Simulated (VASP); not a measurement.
Here is a VASP 6.6.1 calculation.

Contents of INCAR:

```
SYSTEM = Ti
PREC = Accurate
ENCUT = 600
EDIFF = 1E-7
ISMEAR = -1
SIGMA = 0.1
LREAL = .FALSE.
LASPH = .TRUE.
NELM = 100
ALGO = Normal
ISIF = 3
LWAVE = .FALSE.
LCHARG = .FALSE.
GGA = PE
IBRION = 2
NSW = 32
EDIFFG = -0.005
PSTRESS = 380.0
```

KPOINTS

```
regular mesh
0
G
  17 17 17
  0 0 0
```

POSCAR

```
Ti
1.0
    0.0000000000      1.9000080254      1.9000080254
    1.9000080254      0.0000000000      1.9000080254
    1.9000080254      1.9000080254      0.0000000000
Ti
1
Direct
    0.0000000000      0.0000000000      0.0000000000
```

Potentials or basis: VASP PAW PBE potentials, release 64 (Ti_sv).

Command:

```sh
$ cat potpaw_PBE.64/Ti_sv/POTCAR > POTCAR
$ mpirun -np 1 vasp_std > vasp.out
```

(1) Predict the relaxed cell.

(2) Estimate the space group after relaxing (to 0.1 Å).

(3) What does it give for the band gap on the k mesh?

(4) Predict the relaxed volume.

Results:

(1) a = 2.684 Å, b = 2.684 Å, c = 2.684 Å, α = 60.00°, β = 60.00°, γ = 60.00°.

(2) Fm-3m (No. 225).

(3) zero (bands 6 and 7 overlap by 1.54 eV).

(4) 13.67 Å³/atom.

Caveat: the cell is relaxed towards a set pressure, so the run minimises the enthalpy, not the energy.
